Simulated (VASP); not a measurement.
# ZrGa3Ag (Pm-3m) in VASP: further runs, part 3 of 3

VASP 6.6.1.

## Step 4: Relaxation of cell and atoms, PBE

This run uses another cell than the first one, of 17.80 Å³/atom.

INCAR reads:

```
SYSTEM = ZrGa3Ag
ALGO = Normal
EDIFF = 1E-6
EDIFFG = -0.04
ENCUT = 600
GGA = PE
IBRION = 2
ISIF = 3
ISMEAR = 0
LASPH = .True.
LCHARG = .False.
LREAL = .False.
LWAVE = .False.
NELM = 60
NSW = 90
PREC = Accurate
SIGMA = 0.1
```

KPOINTS reads:

```
k-points
0
Gamma
  4 4 4
  0 0 0
```

POSCAR reads:

```
ZrGa3Ag
1.0
    4.4644276700      0.0000000000      0.0000000000
    0.0000000000      4.4644276700      0.0000000000
    0.0000000000      0.0000000000      4.4644276700
Zr Ga Ag
1 3 1
Direct
    0.5000000000      0.5000000000      0.5000000000
    0.5000000000      0.0000000000      0.0000000000
    0.0000000000      0.5000000000      0.0000000000
    0.0000000000      0.0000000000      0.5000000000
    0.0000000000      0.0000000000      0.0000000000
```

Potentials or basis: VASP PAW PBE potentials, release 64 (Zr_sv, Ga_d, Ag).

Launch:

```
> cat potpaw_PBE.64/Zr_sv/POTCAR potpaw_PBE.64/Ga_d/POTCAR potpaw_PBE.64/Ag/POTCAR > POTCAR
> mpirun -np 1 vasp_std > vasp.out
```

OUTCAR:

```text
SYSTEM = ZrGa3Ag
   EDIFF = 1E-6
   EDIFFG = -0.04
   ENCUT = 600
   GGA = PE
   IBRION = 2
   ISIF = 3
   ISMEAR = 0
   LASPH = .True.
   LREAL = .False.
   NELM = 60
   NSW = 90
   PREC = Accurate

 ion  position               nearest neighbor table
   1  0.500  0.500  0.500-   2 3.16   3 3.16   4 3.16   2 3.16   3 3.16   2 3.16   4 3.16   2 3.16
                             3 3.16   4 3.16   3 3.16   4 3.16
   2  0.500  0.000  0.000-   5 2.23   5 2.23   1 3.16   1 3.16   1 3.16   1 3.16
   3  0.000  0.500  0.000-   5 2.23   5 2.23   1 3.16   1 3.16   1 3.16   1 3.16
   4  0.000  0.000  0.500-   5 2.23   5 2.23   1 3.16   1 3.16   1 3.16   1 3.16
   5  0.000  0.000  0.000-   2 2.23   3 2.23   4 2.23   4 2.23   3 2.23   2 2.23

  LATTYP: Found a simple cubic cell.
 ALAT       =     4.4644276700

  Lattice vectors:

 A1 = (   4.4644276700,   0.0000000000,   0.0000000000)
 A2 = (   0.0000000000,   4.4644276700,   0.0000000000)
 A3 = (   0.0000000000,   0.0000000000,   4.4644276700)

Analysis of symmetry for initial positions (statically):
=====================================================================
 Subroutine PRICEL returns:
 Original cell was already a primitive cell.

 Routine SETGRP: Setting up the symmetry group for a
 simple cubic supercell.

 Subroutine GETGRP returns: Found 48 space group operations
 (whereof 48 operations were pure point group operations)
 out of a pool of 48 trial point group operations.

The static configuration has the point symmetry O_h .

Analysis of symmetry for dynamics (positions and initial velocities):
=====================================================================
 Subroutine PRICEL returns:
 Original cell was already a primitive cell.

 Routine SETGRP: Setting up the symmetry group for a
 simple cubic supercell.

 Subroutine GETGRP returns: Found 48 space group operations
 (whereof 48 operations were pure point group operations)
 out of a pool of 48 trial point group operations.

The dynamic configuration has the point symmetry O_h .

 Subroutine INISYM returns: Found 48 space group operations
 (whereof 48 operations are pure point group operations),
 and found     1 'primitive' translations
[... 112 lines left out ...]
   LHFCALC =     F    Hartree Fock is set to
   AEXX    =    0.0000 exact exchange contribution
   IVDW    =     0    specifies the selected vdW correction
   LEPSILON=     F    determine dielectric tensor
   LRPA    =     F    only Hartree local field effects (RPA)
 conjugate gradient relaxation of ions
 non-spin polarized calculation
 Gauss-broadening in eV      SIGMA  =   0.10
  energy-cutoff  :      600.00
  volume of cell :       88.98
 maximum number of plane-waves:      3016
 NGX is ok and might be reduce to    36
   NGX = 17   NGY = 17   NGZ = 17

--------------------------------------- Ionic step        1  -------------------------------------------

 number of electron      61.9999966 magnetization

 Free energy of the ion-electron system (eV)
  ---------------------------------------------------
  ext. energy  EPLUGINS =         0.00000000
  ---------------------------------------------------
  free energy    TOTEN  =       -15.91599130 eV

  energy without entropy =      -15.90656502  energy(sigma->0) =      -15.91127816

------------------------ aborting loop because EDIFF is reached ----------------------------------------

  FORCE on cell =-STRESS in cart. coord.  units (eV):
  Direction    XX          YY          ZZ          XY          YZ          ZX
  --------------------------------------------------------------------------------------
  -------------------------------------------------------------------------------------
  Total       13.9215345     13.9215345     13.9215345     -0.0000000     -0.0000000      0.0000000
  in kB      250.6688203    250.6688203    250.6688203     -0.0000000     -0.0000000      0.0000000
  external PRESSURE =     250.6688203 kB  Pullay stress =       0.0000000 kB
[... 26 lines left out ...]
--------------------------------------- Ionic step        2  -------------------------------------------

 number of electron      61.9999887 magnetization

 E-fermi :   4.3998     XC(G=0):  -9.7715

 val. band max:        4.3960045330   @ k =   0.2500   0.0000   0.0000
 cond. band min:       4.4584921680   @ k =   0.5000   0.5000   0.0000
 fundamental gap:      0.0624876350
 Fermi energy:         4.3997921442

 k-point     1 :       0.0000    0.0000    0.0000
  band No.  band energies     occupation
      1     -46.0450      2.00000
      2     -23.9651      2.00000
      3     -23.9651      2.00000
      4     -23.9651      2.00000
      5     -10.4158      2.00000
      6     -10.3803      2.00000
[... 427 lines left out ...]
--------------------------------------- Ionic step        3  -------------------------------------------

 number of electron      62.0000009 magnetization

 Free energy of the ion-electron system (eV)
  ---------------------------------------------------
  ext. energy  EPLUGINS =         0.00000000
  ---------------------------------------------------
  free energy    TOTEN  =       -17.40001921 eV

  energy without entropy =      -17.38036261  energy(sigma->0) =      -17.39019091

 E-fermi :   5.7767     XC(G=0): -10.4307

 val. band max:        5.7537478070   @ k =   0.5000   0.2500   0.0000
 cond. band min:       5.8117474946   @ k =   0.2500   0.0000   0.0000
 fundamental gap:      0.0579996876
 Fermi energy:         5.7767225955

 k-point     1 :       0.0000    0.0000    0.0000
  band No.  band energies     occupation
      1     -44.4639      2.00000
      2     -22.4032      2.00000
      3     -22.4032      2.00000
      4     -22.4032      2.00000
      5      -9.3662      2.00000
      6      -9.3300      2.00000
[... 421 lines left out ...]
  FREE ENERGIE OF THE ION-ELECTRON SYSTEM (eV)
  ---------------------------------------------------
  free  energy   TOTEN  =       -17.4000192131 eV

  energy  without entropy=      -17.3803626088  energy(sigma->0) =      -17.39019091

 reached required accuracy - stopping structural energy minimisation
```

It took 1.8 min on 1 thread of AMD EPYC 7R13 (Zen 3), shared host; peak memory 0.21 GiB.

What came out:

- Free energy: -17.4000 eV
- Relaxed volume: 22.52 Å³/atom
- Relaxed cell: a = 4.829 Å, b = 4.829 Å, c = 4.829 Å, α = 90.00°, β = 90.00°, γ = 90.00°
- Space group after relaxing (to 0.1 Å): Pm-3m (No. 221)
- Energy gained by relaxing: 296.8 meV/atom
- Ionic steps: 3
- Pressure after relaxing: 0.0 GPa
- Band gap on the k mesh: zero (bands 31 and 32 overlap by 0.56 eV)

The path:
```tsv
step	energy change (eV)	largest force (eV/Å)	pressure (GPa)	volume (Å³)
1	0.0000	0.0000	25.07	88.98
2	-1.1228	0.0000	-5.79	129.87
3	-1.4840	0.0000	-0.02	112.59
```

Final structure:
```xyz
5
Lattice="4.8287 0.0000 0.0000 0.0000 4.8287 0.0000 0.0000 0.0000 4.8287" Properties=species:S:1:pos:R:3 pbc="T T T"
Zr    2.4143    2.4143    2.4143
Ga    2.4143    0.0000    0.0000
Ga    0.0000    2.4143    0.0000
Ga    0.0000    0.0000    2.4143
Ag    0.0000    0.0000    0.0000
```

Caveat: the volume moved by over 15 % at a fixed basis, so the end points are rough.

## Step 5: Relaxation of cell and atoms, PBE

INCAR reads:

```
SYSTEM = ZrGa3Ag
  PREC = Accurate
  ENCUT = 600
  EDIFF = 1E-6
  ISMEAR = 0
  SIGMA = 0.1
  LREAL = .False.
  LASPH = .True.
  NELM = 80
  ALGO = Fast
  ISIF = 3
  LWAVE = .False.
  LCHARG = .False.
  GGA = PE
  IBRION = 2
  NSW = 100
  EDIFFG = -0.01
```

KPOINTS reads:

```
regular mesh
0
Gamma
  8 8 8
  0 0 0
```

Edit POSCAR of step 4 so:

```diff
@@ -2,5 +2,5 @@
 1.0
-    4.4644276700      0.0000000000      0.0000000000
-    0.0000000000      4.4644276700      0.0000000000
-    0.0000000000      0.0000000000      4.4644276700
+    4.8246914500      0.0000000000      0.0000000000
+    0.0000000000      4.8246914500      0.0000000000
+    0.0000000000      0.0000000000      4.8246914500
 Zr Ga Ag
```

Launch:

```
> cat potpaw_PBE.64/Zr_sv/POTCAR potpaw_PBE.64/Ga_d/POTCAR potpaw_PBE.64/Ag/POTCAR > POTCAR
> mpirun -np 1 vasp_std > vasp.out
```

It took 16 min on 1 thread of AMD EPYC 7R13 (Zen 3), shared host; peak memory 0.35 GiB.

It converged, with:

* Free energy: -17.3313 eV
* Relaxed volume: 22.64 Å³/atom
* Relaxed cell: a = 4.837 Å, b = 4.837 Å, c = 4.837 Å, α = 90.00°, β = 90.00°, γ = 90.00°
* Space group after relaxing (to 0.1 Å): Pm-3m (No. 221)
* Energy gained by relaxing: 0.3 meV/atom
* Ionic steps: 3
* Pressure after relaxing: 0.0 GPa
* Band gap on the k mesh: zero (bands 31 and 32 overlap by 0.57 eV)

Step by step:
```
step  energy change (eV)  largest force (eV/Å)  pressure (GPa)  volume (Å³)
   1              0.0000                0.0000            0.44       112.31
   2             -0.0013                0.0000           -0.09       113.31
   3             -0.0013                0.0000           -0.01       113.18
```

Final structure:
```
Zr Ga Ag
1.0
     4.83719    0.00000    0.00000
     0.00000    4.83719    0.00000
     0.00000    0.00000    4.83719
Zr Ga Ag
1 3 1
Direct
  0.50000 0.50000 0.50000
  0.50000 0.00000 0.00000
  0.00000 0.50000 0.00000
  0.00000 0.00000 0.50000
  0.00000 0.00000 0.00000
```

Levels at points of the mesh, in eV from the Fermi level:
| k point | band 27 | band 28 | band 29 | band 30 | band 31 | band 32 | band 33 | band 34 | band 35 | band 36 |
| --- | --- | --- | --- | --- | --- | --- | --- | --- | --- | --- |
| (0.00, 0.00, 0.00) | -2.44 | -2.31 | -2.31 | -2.31 | 0.44 | 0.44 | 0.44 | 0.54 | 1.25 | 1.25 |
| (0.50, 0.00, 0.00) | -2.14 | -2.14 | -1.55 | -1.35 | -0.04 | 0.45 | 1.05 | 1.21 | 1.21 | 1.23 |
| (0.50, 0.50, 0.00) | -6.22 | -2.78 | -0.64 | -0.64 | -0.32 | -0.03 | 0.73 | 0.77 | 1.09 | 1.09 |
| (0.50, 0.50, 0.50) | -6.09 | -5.33 | -1.57 | -1.57 | -1.57 | 0.37 | 0.95 | 0.95 | 1.38 | 1.38 |

## Step 6: Summary

```csv
task,cell,k mesh,cutoff (eV),gap on the mesh (eV),pressure (GPa),relaxed volume (Å³/atom)
single point,"a = 4.825 Å, 5 atoms",4 × 4 × 4,520,none,0.1,-
single point,"a = 4.836 Å, 5 atoms",8 × 8 × 8,520,none,0.1,-
relaxation of cell and atoms,"relaxed from a = 4.464 Å, 5 atoms",4 × 4 × 4,600,none,0.0,22.52
relaxation of cell and atoms,"relaxed from a = 4.825 Å, 5 atoms",8 × 8 × 8,600,none,0.0,22.64
```

Alike in all rows: level PBE; potentials or basis VASP PAW PBE potentials, release 64 (Zr_sv, Ga_d, Ag); no spin polarisation; smearing gaussian 0.1 eV.

Caveats: the volume moved by over 15 % at a fixed basis, so the end points are rough (at least some runs).

Total energies depend on the potentials used, so only differences within one code and one set of settings carry meaning.

The gap in the log of VASP goes by the Fermi energy; the results here count the filled bands.